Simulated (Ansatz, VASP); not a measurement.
Na: VASP beside Ansatz

Contents of INCAR:

```
SYSTEM = Na
ALGO     = Normal         ! electronic algorithm
EDIFF    = 1E-6           ! SCF threshold, eV
ENCUT    = 500            ! plane-wave cutoff, eV
GGA      = PS             ! functional
GGA_COMPAT= .FALSE.      
ISIF     = 2              ! what is computed and relaxed
ISMEAR   = 0              ! smearing method
LASPH    = .TRUE.         ! aspherical terms in the spheres
LCHARG   = .FALSE.        ! write CHGCAR
LREAL    = .FALSE.        ! projectors in reciprocal space
LWAVE    = .FALSE.        ! write WAVECAR
NBANDS   = 10             ! bands
NELM     = 120            ! most SCF steps
PREC     = Accurate       ! precision mode
SIGMA    = 0.1            ! smearing width, eV
```

File KPOINTS:

```
k-points
0
G
  8 8 8
  0 0 0
```

File POSCAR:

```
Na
1.0
   -2.1040267987      2.1040267987      2.1040267987
    2.1040267987     -2.1040267987      2.1040267987
    2.1040267987      2.1040267987     -2.1040267987
Na
1
Direct
    0.0000000000      0.0000000000      0.0000000000
```

Input for Ansatz:

```yaml
crystal:
  lattice:
    - [-2.1040267987, 2.1040267987, 2.1040267987]
    - [2.1040267987, -2.1040267987, 2.1040267987]
    - [2.1040267987, 2.1040267987, -2.1040267987]
  atoms:
    - { symbol: Na, position: [0.0, 0.0, 0.0] }
basis:
  ecutwfc: 480
kpoints:
  mp_grid: { grid: [8, 8, 8] }
  band_path: { path: [VBM, CBM], npoints: 5 }
hamiltonian:
  xc: pbesol
scf:
  occupations: { method: gaussian, width: 0.1 }
  n_extra_bands: 1
  max_iter: 300
output:
  forces: true
  stress: true
  eigenvalues: true
```

Alike in both runs: task single point; functional PBEsol; k mesh 8 × 8 × 8; occupations gaussian, width 0.1 eV; no spin polarisation.

|  | VASP | Ansatz |
| --- | --- | --- |
| version | VASP 6.6.1 | Ansatz 0.2.0 |
| potentials or method | VASP PAW PBE potentials, release 64 (Na_pv), cutoff 500 eV | scalar-relativistic, plane waves, PAW |
| valence electrons in the cell | 7 | 9 |

```tsv
	VASP	Ansatz	Ansatz less VASP
gap on the k mesh at the Fermi level (eV)	none	none	-
pressure (GPa)	-0.2	-0.2	+0.03
```

VASP's potentials were made for PBE, not for PBEsol. A gap of «none» marks a metal or a gap that the smearing closes. VASP's potentials hold 7 valence electrons a cell and Ansatz's 9, so a difference there can come from the potentials and not from the codes. Ansatz's warnings: band edges overlap.
